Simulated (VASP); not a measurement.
A run of VASP 6.6.1 is set up as follows.

Contents of POSCAR:

```
MgI2
1.0
    0.0000000000      3.8492380311      3.7564916799
    3.8492380311      0.0000000000      3.7564916799
    3.8492380311      3.8492380311      0.0000000000
Mg I
1 2
Direct
    0.0000000000      0.0000000000      0.0000000000
    0.2500000000      0.2500000000      0.2500000000
    0.7500000000      0.7500000000      0.7500000000
```

The input INCAR.step1:

```
SYSTEM = MgI2
  PREC = Accurate
  ENCUT = 520
  EDIFF = 1E-5
  ISMEAR = 0
  SIGMA = 0.01
  LREAL = .FALSE.
  LASPH = .TRUE.
  NELM = 80
  ALGO = Normal
  ISIF = 2
  LWAVE = .TRUE.
  LCHARG = .FALSE.
  GGA = PE
  NBANDS = 15
```

INCAR.step2

```
SYSTEM = MgI2
  PREC = Accurate
  ENCUT = 520
  EDIFF = 1E-7
  ISMEAR = 0
  SIGMA = 0.01
  LREAL = .FALSE.
  LASPH = .TRUE.
  NELM = 80
  ALGO = Normal
  ISIF = 2
  LWAVE = .FALSE.
  LCHARG = .FALSE.
  GGA = PE
  LHFCALC = .TRUE.
  HFSCREEN = 0.2079
  PRECFOCK = Normal
  ISTART = 1
  NBANDS = 15
```

Contents of KPOINTS:

```
Automatic mesh
0
G
  4 4 4
  0 0 0
```

Potentials or basis: VASP PAW PBE potentials, release 64 (Mg, I).

The run is started by

```console
$ cat potpaw_PBE.64/Mg/POTCAR potpaw_PBE.64/I/POTCAR > POTCAR
$ cp INCAR.step1 INCAR
$ mpirun -np 1 vasp_std > vasp.out
$ cp INCAR.step2 INCAR
$ mpirun -np 1 vasp_std > vasp.out
```

What does it give for the band gap on the k mesh?

1.12 eV (least direct gap 1.67 eV).

Estimate the pressure.

-1.8 GPa.

Stress tensor (GPa, compression positive):
```
-2.47  0.00  0.00
 0.00 -2.47  0.00
 0.00  0.00 -0.52
```

Caveat: the cell differs from its parent crystal (epitaxial xy strain +2.5%); the structure was generated, so it needn't be the stable form of MgI2; the PAW data sets were made with another functional, which shifts forces and pressure a little; spin-orbit coupling is left out, which moves the levels of the heavy elements. A k mesh can miss the band edges.
